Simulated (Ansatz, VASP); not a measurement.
One calculation of BN, two programs

Contents of INCAR:

```
ALGO = Normal
EDIFF = 1E-6
ENCUT = 520
GGA = PS
ISIF = 2
ISMEAR = 0
LASPH = T
LCHARG = T
LELF = T
LREAL = F
LVHAR = T
LWAVE = F
NBANDS = 16
NELM = 60
PREC = Accurate
SIGMA = 0.05
```

Contents of KPOINTS:

```
k-points
0
Gamma
  12 12 4
```

Contents of POSCAR:

```
BN
1.0
    2.4619098641      0.0000000000      0.0000000000
   -1.2309549321      2.1320764842      0.0000000000
    0.0000000000      0.0000000000      6.7517878024
B N
2 2
Direct
    0.3333333333      0.6666666667      0.2500000000
    0.6666666667      0.3333333333      0.7500000000
    0.3333333333      0.6666666667      0.7500000000
    0.6666666667      0.3333333333      0.2500000000
```

Input for Ansatz:

```yaml
crystal:
  lattice:
    - [2.4619098641, 0.0, 0.0]
    - [-1.2309549321, 2.1320764842, 0.0]
    - [0.0, 0.0, 6.7517878024]
  atoms:
    - { symbol: B, position: [0.3333333333, 0.6666666667, 0.25] }
    - { symbol: B, position: [0.6666666667, 0.3333333333, 0.75] }
    - { symbol: "N", position: [0.3333333333, 0.6666666667, 0.75] }
    - { symbol: "N", position: [0.6666666667, 0.3333333333, 0.25] }
basis:
  ecutwfc: 520.0
kpoints:
  mp_grid: { grid: [12, 12, 4] }
hamiltonian:
  xc: pbesol
  pseudopotentials: { kind: paw, azcp: { folder: soft_1 } }
scf:
  occupations: { method: gaussian, width: 0.05 }
output:
  forces: true
  stress: true
  eigenvalues: true
```

Alike in both runs: task single point; functional PBEsol; k mesh 12 × 12 × 4; occupations gaussian, width 0.05 eV; no spin polarisation.

|  | VASP | Ansatz |
| --- | --- | --- |
| version | VASP 6.6.1 | Ansatz 0.2.0 |
| potentials or method | VASP PAW PBE potentials, release 64 (B, N), cutoff 520 eV | scalar-relativistic, plane waves, PAW |
| valence electrons in the cell | 16 | 16 |

```tsv
	VASP	Ansatz	Ansatz less VASP
gap on the k mesh at the Fermi level (eV)	4.27	4.28	+0.008
least direct gap on the mesh (eV)	4.71	4.71	+0.004
pressure (GPa)	13.6	13.1	-0.48
traceless stress, the component that is largest in VASP (GPa)	-13.14	-12.49	+0.645
```

VASP's potentials were made for PBE, not for PBEsol, and Ansatz warns of the same on its side.
